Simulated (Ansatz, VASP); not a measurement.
# GaAs: VASP beside Ansatz

Contents of INCAR:

```
PREC = Accurate ; ENCUT = 520
EDIFF = 1E-6 ; ISMEAR = -1
SIGMA = 0.01 ; LREAL = False
LASPH = True ; NELM = 150
ALGO = Normal ; ISIF = 2
LWAVE = False ; LCHARG = False
MAGMOM = 0 0 0 0 0 0 ; LORBIT = 11
LSORBIT = True ; GGA_COMPAT = False
LORBMOM = True ; GGA = PS
NBANDS = 30
```

The input KPOINTS:

```
regular mesh
0
Gamma
  8 8 8
```

The input POSCAR:

```
GaAs
1.0
    2.8008558155      2.8008558155      0.0000000000
   -2.8008558155      2.8008558155      0.0000000000
    0.0000000000      2.8008558155      2.8534221249
Ga As
1 1
Direct
    0.0000000000      0.0000000000      0.0000000000
    0.7500000000      0.2500000000      0.5000000000
```

Input for Ansatz:

```yaml
crystal:
  lattice:
    - [2.80085581551, 2.80085581551, 0.0]
    - [-2.80085581551, 2.80085581551, 0.0]
    - [0.0, 2.80085581551, 2.85342212487]
  atoms:
    - { symbol: Ga, position: [0.0, 0.0, 0.0] }
    - { symbol: As, position: [0.75, 0.25, 0.5] }
kpoints:
  mp_grid: { grid: [8, 8, 8] }
scf:
  occupations: { method: fermi_dirac, width: 0.01 }
  convergence: { dr2_threshold: 1.0e-10 }
hamiltonian:
  xc: pbesol
  pseudopotentials: { kind: all_electron, lapw: { basis_error: 0.0005 } }
magnetization:
  noncollinear: true
  spin_orbit: true
output:
  forces: true
  stress: true
  eigenstates:
    kpoints:
      - [0.0, 0.0, 0.0]
      - [0.5, 0.0, 0.0]
      - [0.0, 0.5, 0.5]
      - [0.0, -0.5, 0.0]
      - [0.5, 0.0, 0.5]
      - [-0.5, -0.5, -0.5]
      - [-0.5, 0.5, 0.0]
      - [0.0, 0.0, -0.5]
  eigenvalues: true
```

Change from the starting cell: film at in-plane strain -0.01.

Alike in both runs: task single point; functional PBEsol; k mesh 8 × 8 × 8; occupations fermi-dirac, width 0.01 eV; non-collinear spin, spin-orbit coupling.

|  | VASP | Ansatz |
| --- | --- | --- |
| version | VASP 6.6.1 | Ansatz 0.2.0 |
| potentials or method | VASP PAW PBE potentials, release 64 (Ga_d, As), cutoff 520 eV | all-electron LAPW |

|  | VASP | Ansatz | Ansatz less VASP |
| --- | --- | --- | --- |
| pressure (GPa) | 1.0 | 0.8 | -0.16 |
| traceless stress, the component that is largest in VASP (GPa) | -0.78 | -0.78 | -0.001 |

VASP's potentials were made for PBE, not for PBEsol. Ansatz ran all-electron here, and VASP with PAW potentials.
